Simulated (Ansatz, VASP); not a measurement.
## One calculation of Zn2SiN, two programs

File INCAR:

```
ALGO = Normal ; EDIFF = 1E-7
EDIFFG = -0.04 ; ENCUT = 600
GGA = PE ; GGA_COMPAT = False
IBRION = 2 ; ISIF = 3
ISMEAR = 0 ; LASPH = True
LCHARG = False ; LREAL = False
LWAVE = False ; NELM = 120
NELMIN = 4 ; NSW = 90
PREC = Accurate ; SIGMA = 0.1
```

The input KPOINTS:

```
k-points
0
Gamma
  4 4 4
```

Contents of POSCAR:

```
Zn2SiN
1.0
    3.8120819500      0.0000000000      0.0000000000
    0.0000000000      3.8120819500      0.0000000000
    0.0000000000      0.0000000000      3.9419396900
Zn Si N
2 1 1
Direct
    0.0000000000      0.5000000000      0.5000000000
    0.5000000000      0.0000000000      0.5000000000
    0.0000000000      0.0000000000      0.5000000000
    0.0000000000      0.0000000000      0.0000000000
```

Input for Ansatz:

```yaml
crystal:
  lattice:
    - [3.81208195, 0.0, 0.0]
    - [0.0, 3.81208195, 0.0]
    - [0.0, 0.0, 3.94193969]
  atoms:
    - { symbol: Zn, position: [0.0, 0.5, 0.5] }
    - { symbol: Zn, position: [0.5, 0.0, 0.5] }
    - { symbol: Si, position: [0.0, 0.0, 0.5] }
    - { symbol: "N", position: [0.0, 0.0, 0.0] }
basis:
  ecutwfc: 420
kpoints:
  mp_grid: { grid: [4, 4, 4] }
hamiltonian:
  xc: pbe
scf:
  occupations: { method: gaussian, width: 0.1 }
  lower_state_search: "off"
output:
  forces: true
  stress: true
  eigenvalues: true
relax:
  adjacent_minimum: "off"
  f_tol: 0.04
  max_steps: 70
  cell: { stress_tol: 0.4 }
```

Alike in both runs: task relaxation of cell and atoms; functional PBE; k mesh 4 × 4 × 4; occupations gaussian, width 0.1 eV; no spin polarisation.

|  | VASP | Ansatz |
| --- | --- | --- |
| version | VASP 6.6.1 | Ansatz 0.2.0 |
| potentials or method | VASP PAW PBE potentials, release 64 (Zn, Si, N), cutoff 600 eV | scalar-relativistic, plane waves, PAW |
| valence electrons in the cell | 33 | 33 |

```csv
,VASP,Ansatz,Ansatz less VASP
"gap on the k mesh at the Fermi level, each at its own relaxed structure (eV)",none,none,-
relaxed volume (Å³/atom),21.65,23.01,+1.356
relaxed cell length with the largest relative difference (Å),5.049,5.231,+0.1816
```

A gap of «none» marks a metal or a gap that the smearing closes. One of these differences is far larger than is usual between the two programs; its cause wasn't traced.

The k mesh is coarse, so the values compare programs but aren't converged. Noted on VASP's run: the volume moved by over 15 % at a fixed basis, so the end points are rough.
